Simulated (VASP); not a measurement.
# Hg (R-3m) in VASP: further runs

Runs on Hg. Level: PBEsol. Tasks: single point.

Everything below comes from runs of VASP 6.6.1. Logs are shortened: lines on timing, memory, paths and dates and some standing lists are left out, and cuts for length are marked.

## Step 1: The cell of the first run

The structure is trigonal, space group R-3m (No. 166). The conventional cell has a = 3.497 Å, b = 3.497 Å, c = 6.497 Å, α = 90.00°, β = 90.00°, γ = 120.00°. Within 3.9 Å of Hg (site symmetry -3m) lie 12 Hg at 2.96 to 3.50 Å.

## Step 2: Single point, PBEsol (22.94 Å³/atom)

Input file INCAR:

```
SYSTEM = Hg
  PREC = Accurate
  ENCUT = 520
  EDIFF = 1E-6
  ISMEAR = -1
  SIGMA = 0.1
  LREAL = .FALSE.
  LASPH = .TRUE.
  NELM = 60
  ALGO = Normal
  ISIF = 2
  LWAVE = .FALSE.
  LCHARG = .FALSE.
  GGA = PS
  NBANDS = 12
```

Input file KPOINTS:

```
Automatic mesh
0
G
  18 18 18
  0 0 0
```

Input file POSCAR:

```
Hg
1.0
    1.7484750480      1.0094825396      2.1658115019
   -1.7484750480      1.0094825396      2.1658115019
    0.0000000000     -2.0189650793      2.1658115018
Hg
1
Direct
    0.0000000000      1.0000000000      1.0000000000
```

Potentials or basis: VASP PAW PBE potentials, release 64 (Hg).

Started as:

```sh
$ cat potpaw_PBE.64/Hg/POTCAR > POTCAR
$ mpirun -np 1 vasp_std > vasp.out
```

OUTCAR:

```text
SYSTEM = Hg
   PREC = Accurate
   ENCUT = 520
   EDIFF = 1E-6
   ISMEAR = -1
   LREAL = .FALSE.
   LASPH = .TRUE.
   NELM = 60
   ISIF = 2
   GGA = PS

 ion  position               nearest neighbor table
   1  0.000  0.000  0.000-

  LATTYP: Found a trigonal (rhomboedric) cell.
 ALAT       =     2.9609051746
 COS(alpha) =     0.3025712027

  Lattice vectors:

 A1 = (   1.7484750480,   1.0094825396,   2.1658115019)
 A2 = (  -1.7484750480,   1.0094825396,   2.1658115019)
 A3 = (   0.0000000000,  -2.0189650793,   2.1658115018)

Analysis of symmetry for initial positions (statically):
=====================================================================
 Subroutine PRICEL returns:
 Original cell was already a primitive cell.

 Routine SETGRP: Setting up the symmetry group for a
 trigonal (rhombohedral) supercell.

 Subroutine GETGRP returns: Found 12 space group operations
 (whereof 12 operations were pure point group operations)
 out of a pool of 12 trial point group operations.

The static configuration has the point symmetry D_3d.

Analysis of symmetry for dynamics (positions and initial velocities):
=====================================================================
 Subroutine PRICEL returns:
 Original cell was already a primitive cell.

 Routine SETGRP: Setting up the symmetry group for a
 trigonal (rhombohedral) supercell.

 Subroutine GETGRP returns: Found 12 space group operations
 (whereof 12 operations were pure point group operations)
 out of a pool of 12 trial point group operations.

The dynamic configuration has the point symmetry D_3d.

 Subroutine INISYM returns: Found 12 space group operations
 (whereof 12 operations are pure point group operations),
 and found     1 'primitive' translations

----------------------------------------------------------------------------------------

                                     Primitive cell

  volume of cell :      22.9367

  direct lattice vectors                    reciprocal lattice vectors
     1.748475048  1.009482540  2.165811502     0.285963475  0.165101089  0.153906900
    -1.748475048  1.009482540  2.165811502    -0.285963475  0.165101089  0.153906900
     0.000000000 -2.018965079  2.165811502     0.000000000 -0.330202178  0.153906900

  length of vectors
     2.960905175  2.960905175  2.960905175     0.364308677  0.364308677  0.364308677

  position of ions in fractional coordinates (direct lattice)
     0.000000000  0.000000000  0.000000000

  ion indices of the primitive-cell ions
   primitive index   ion index
[... 74 lines left out ...]
   LREAL  =      F    real-space projection
[... 7 lines left out ...]
   TEBEG  =    0.0;   TEEND  =   0.0 temperature during run
   PSTRESS=    0.0 pullay stress
   NELECT =      12.0000    total number of electrons
   NUPDOWN=      -1.0000    fix difference up-down
   EMIN   =  10.00;   EMAX   =-10.00  energy-range for DOS
   EFERMI =   0.00;   METHOD = LEGACY
   ISMEAR =    -1;   SIGMA  =   0.10  broadening in eV -4-tet -1-fermi 0-gaus
   EFERMI_NEDOS =   21; number of points for ismear=-14 and -15
   IALGO  =     38    algorithm
   IMIX   =      4    mixing-type and parameters
     AMIX     =   0.40;   BMIX     =  1.00
     AMIX_MAG =   1.60;   BMIX_MAG =  1.00
  volume/ion in A,a.u.               =      22.94       154.78
  Fermi-wavevector in a.u.,A,eV,Ry     =   1.319143  2.492819 23.676017  1.740138
  Thomas-Fermi vector in A             =   2.449062
   LORBIT       =      0    0 simple, 1 ext, 2 COOP (PROOUT), +10 PAW based schemes
   GGA     = PS    functional components
   LHFCALC =     F    Hartree Fock is set to
   AEXX    =    0.0000 exact exchange contribution
   IVDW    =     0    specifies the selected vdW correction
   LEPSILON=     F    determine dielectric tensor
   LRPA    =     F    only Hartree local field effects (RPA)
 non-spin polarized calculation
  energy-cutoff  :      520.00
  volume of cell :       22.94
 maximum number of plane-waves:       641
 NGX is ok and might be reduce to    24
   NGX = 11   NGY = 11   NGZ = 11

 number of electron      12.0000003 magnetization

 Free energy of the ion-electron system (eV)
  ---------------------------------------------------
  ext. energy  EPLUGINS =         0.00000000
  ---------------------------------------------------
  free energy    TOTEN  =        -0.55639477 eV

  energy without entropy =       -0.54651029  energy(sigma->0) =       -0.55145253

 E-fermi :   2.8798     XC(G=0): -11.1748

 val. band max:        2.8658340772   @ k =   0.5000   0.1667   0.1111
 cond. band min:       2.8950983411   @ k =  -0.3333   0.4444   0.2222
 fundamental gap:      0.0292642639
 Fermi energy:         2.8798286138

 k-point     1 :       0.0000    0.0000    0.0000
  band No.  band energies     occupation
      1      -6.6425      2.00000
      2      -5.1010      2.00000
      3      -5.1010      2.00000
      4      -3.5031      2.00000
      5      -3.3844      2.00000
      6      -3.3844      2.00000
      7      14.8355      0.00000
      8      15.2743      0.00000
      9      15.2743      0.00000
     10      19.7233      0.00000
     11      21.1199      0.00000
     12      21.1199      0.00000
[... 331 lines left out ...]
 k-point    24 :      -0.2222    0.0556   -0.0000
  band No.  band energies     occupation
      1      -5.7249      2.00000
      2      -5.0388      2.00000
      3      -4.4212      2.00000
      4      -3.5145      2.00000
      5      -3.4851      2.00000
      6      -3.3268      2.00000
      7       8.6454      0.00000
      8      14.0180      0.00000
      9      16.1453      0.00000
     10      20.2623      0.00000
     11      22.2533      0.00000
     12      22.4503      0.00000

 [... further k-points ...]

------------------------ aborting loop because EDIFF is reached ----------------------------------------

  FORCE on cell =-STRESS in cart. coord.  units (eV):
  Direction    XX          YY          ZZ          XY          YZ          ZX
  --------------------------------------------------------------------------------------
  -------------------------------------------------------------------------------------
  Total        0.3197247      0.3197247      0.4387761     -0.0000000      0.0000000      0.0000000
  in kB       22.3334944     22.3334944     30.6494962     -0.0000000      0.0000000      0.0000000
  external PRESSURE =      25.1054950 kB  Pullay stress =       0.0000000 kB

 VOLUME and BASIS-vectors are now :
 -----------------------------------------------------------------------------
  energy-cutoff  :      520.00
  volume of cell :       22.94
      direct lattice vectors                 reciprocal lattice vectors
     1.748475048  1.009482540  2.165811502     0.285963475  0.165101089  0.153906900
    -1.748475048  1.009482540  2.165811502    -0.285963475  0.165101089  0.153906900
     0.000000000 -2.018965079  2.165811502     0.000000000 -0.330202178  0.153906900

 POSITION                                       TOTAL-FORCE (eV/Angst)
 -----------------------------------------------------------------------------------
      0.00000      0.00000      0.00000        -0.000000      0.000000      0.000000
 -----------------------------------------------------------------------------------
    total drift:                               -0.000000     -0.000000      0.000000

  FREE ENERGIE OF THE ION-ELECTRON SYSTEM (eV)
  ---------------------------------------------------
  free  energy   TOTEN  =        -0.5563947720 eV

  energy  without entropy=       -0.5465102939  energy(sigma->0) =       -0.55145253
```

OSZICAR:

```text
N       E                     dE             d eps       ncg     rms          rms(c)
DAV:   1     0.723681263446E+02    0.72368E+02   -0.66480E+03 14744   0.968E+02
DAV:   2     0.578544262623E+00   -0.71790E+02   -0.67301E+02 15136   0.229E+02
DAV:   3    -0.621695383835E+00   -0.12002E+01   -0.11995E+01 16788   0.328E+01
DAV:   4    -0.622826348863E+00   -0.11310E-02   -0.11309E-02 15312   0.104E+00
DAV:   5    -0.622827890084E+00   -0.15412E-05   -0.15410E-05 16684   0.368E-02    0.452E+00
DAV:   6    -0.562776796275E+00    0.60051E-01   -0.14269E-01 16368   0.434E+00    0.331E+00
DAV:   7    -0.556961080282E+00    0.58157E-02   -0.18022E-02 16716   0.133E+00    0.147E+00
DAV:   8    -0.556380069581E+00    0.58101E-03   -0.15195E-03 14836   0.533E-01    0.690E-02
DAV:   9    -0.556388148593E+00   -0.80790E-05   -0.26401E-06 16600   0.181E-02    0.130E-02
DAV:  10    -0.556394774710E+00   -0.66261E-05   -0.43530E-06 14796   0.228E-02    0.171E-03
DAV:  11    -0.556394771989E+00    0.27212E-08   -0.58599E-08  7680   0.241E-03
   1 F= -.55639477E+00 E0= -.55145253E+00  d E =-.988448E-02
```

Wall time 33 s (1 thread of Intel Xeon 6975P-C (Granite Rapids), shared host); peak memory 0.27 GiB.

Results:

| Property | Result |
| --- | --- |
| Free energy | -0.5564 eV |
| Pressure | 2.5 GPa |
| Band gap on the k mesh | zero (bands 6 and 7 overlap by 3.62 eV) |

Stress tensor (GPa, compression positive):
```
2.23 0.00 0.00
0.00 2.23 0.00
0.00 0.00 3.06
```

Caveat: the PAW data sets were made with another functional, which shifts forces and pressure a little; spin-orbit coupling is left out, which moves the levels of the heavy elements.

## Step 3: Single point, PBEsol

This run uses another cell than the first one, of 23.89 Å³/atom.

Input file INCAR:

```
SYSTEM = Hg
PREC     = Accurate       ! precision mode
ENCUT    = 520            ! plane-wave cutoff, eV
EDIFF    = 1E-7           ! SCF threshold, eV
ISMEAR   = -1             ! smearing method
SIGMA    = 0.1            ! smearing width, eV
LREAL    = .False.        ! projectors in reciprocal space
LASPH    = .True.         ! aspherical terms in the spheres
NELM     = 80             ! most SCF steps
ALGO     = Normal         ! electronic algorithm
ISIF     = 2              ! what is computed and relaxed
LWAVE    = .False.        ! write WAVECAR
LCHARG   = .False.        ! write CHGCAR
GGA      = PS             ! functional
NBANDS   = 12             ! bands
```

Input file KPOINTS:

```
Automatic mesh
0
Gamma
  18 18 18
  0 0 0
```

Input file POSCAR:

```
Hg
1.0
    1.7724297377      1.0233127862      2.1954838398
   -1.7724297377      1.0233127862      2.1954838398
    0.0000000000     -2.0466255724      2.1954838398
Hg
1
Direct
    0.0000000000      1.0000000000      1.0000000000
```

Potentials or basis: VASP PAW PBE potentials, release 64 (Hg).

Started as:

```sh
$ cat potpaw_PBE.64/Hg/POTCAR > POTCAR
$ mpirun -np 1 vasp_std > vasp.out
```

Wall time 33 s (1 thread of Intel Xeon 6975P-C (Granite Rapids), shared host); peak memory 0.27 GiB.

It converged, with:

```
Free energy            : -0.5654 eV
Pressure               : 0.4 GPa
Band gap on the k mesh : zero (bands 6 and 7 overlap by 3.34 eV)
```

Levels at points of the mesh, in eV from the Fermi level:
| k point | band 2 | band 3 | band 4 | band 5 | band 6 | band 7 | band 8 | band 9 | band 10 | band 11 |
| --- | --- | --- | --- | --- | --- | --- | --- | --- | --- | --- |
| (0.00, 0.00, 0.00) | -7.78 | -7.78 | -6.30 | -6.20 | -6.20 | 11.82 | 12.11 | 12.11 | 16.41 | 17.78 |
| (0.50, 0.00, 0.00) | -7.78 | -6.36 | -6.32 | -5.99 | -2.34 | -2.05 | 12.26 | 12.50 | 17.16 | 17.82 |
| (0.50, 0.50, 0.00) | -7.97 | -6.21 | -6.05 | -5.42 | -0.11 | 0.69 | 4.27 | 9.53 | 10.46 | 15.77 |
| (0.50, 0.50, 0.50) | -7.33 | -7.33 | -5.50 | -5.50 | 0.13 | 1.67 | 8.69 | 8.69 | 10.63 | 14.08 |

Caveat: the PAW data sets were made with another functional, which shifts forces and pressure a little; spin-orbit coupling is left out, which moves the levels of the heavy elements.

The gap in the log of VASP goes by the Fermi energy; the results here count the filled bands.